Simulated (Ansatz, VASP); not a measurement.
One calculation of ZnS, two programs

```xyz
16
Lattice="4.3693 0.0000 0.0000 0.0000 4.3693 0.0000 0.0000 0.0000 16.9787" Properties=species:S:1:pos:R:3 pbc="T T T"
Zn    0.6923    2.1358    5.3730
Zn    2.2334    3.6769    3.1164
Zn    2.8770    0.0488    7.3611
Zn    4.3204    1.4923    1.1283
Zn    1.4923    4.3204   15.8504
Zn    0.0488    2.8770    9.6176
Zn    3.6769    2.2334   13.8623
Zn    2.1358    0.6923   11.6058
S     3.9505    2.1619    7.4016
S     2.2074    0.4187    1.0878
S     1.7659    0.0227    5.3324
S     4.3465    2.6033    3.1569
S     2.6033    4.3465   13.8218
S     0.0227    1.7659   11.6463
S     0.4187    2.2074   15.8910
S     2.1619    3.9505    9.5771
```

Alike in both runs: functional PBE; k mesh 6 × 6 × 2; occupations gaussian, width 0.02 eV; no spin polarisation.

Ansatz relaxed the structure, and its values are those at the end. VASP's run is a single point on that final structure, the one shown.

|  | VASP | Ansatz |
| --- | --- | --- |
| version | VASP 6.6.1 | Ansatz 0.2.0 |
| potentials or method | VASP PAW PBE potentials, release 64 (Zn, S), cutoff 520 eV | scalar-relativistic, plane waves, PAW |
| valence electrons in the cell | 144 | 144 |

|  | VASP | Ansatz | Ansatz less VASP |
| --- | --- | --- | --- |
| gap on the k mesh at the Fermi level (eV) | 1.51 | 1.51 | -0.002 |
| least direct gap on the mesh (eV) | 1.54 | 1.54 | -0.003 |
| pressure (GPa) | 0.1 | 0.0 | -0.14 |

With one functional, cell and mesh, what is left measures potentials, basis and numerics.
